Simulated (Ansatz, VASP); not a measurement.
## One calculation of Cs2Cl3, two programs

```
CELL_PARAMETERS angstrom
5.45109 0.00000 0.00000
-2.72554 4.72078 0.00000
0.00000 0.00000 8.07547
ATOMIC_POSITIONS crystal
Cs 0.33333 0.66667 0.21002
Cs 0.66667 0.33333 0.78998
Cl 0.00000 0.00000 0.00000
Cl 0.33333 0.66667 0.63378
Cl 0.66667 0.33333 0.36622
```

Alike in both runs: functional r2SCAN; k mesh 6 × 6 × 2; occupations gaussian, width 0.1 eV; no spin polarisation.

Ansatz relaxed the structure, and its values are those at the end. VASP's run is a single point on that final structure, the one shown.

|  | VASP | Ansatz |
| --- | --- | --- |
| version | VASP 6.6.1 | Ansatz 0.2.0 |
| potentials or method | VASP PAW PBE potentials, release 64 (Cs_sv, Cl), cutoff 520 eV | scalar-relativistic, plane waves, PAW |
| valence electrons in the cell | 39 | 39 |

|  | VASP | Ansatz | Ansatz less VASP |
| --- | --- | --- | --- |
| gap on the k mesh at the Fermi level (eV) | none | none | - |
| pressure (GPa) | 0.2 | 0.2 | 0.00 |
| rms of the force components (eV/Å) | 0.006 | 0.006 | -0.0001 |

VASP's potentials were made for PBE, not for r2SCAN. A gap of «none» marks a metal or a gap that the smearing closes.

The k mesh is coarse, so the values compare programs but aren't converged. Spin-orbit coupling is off throughout.
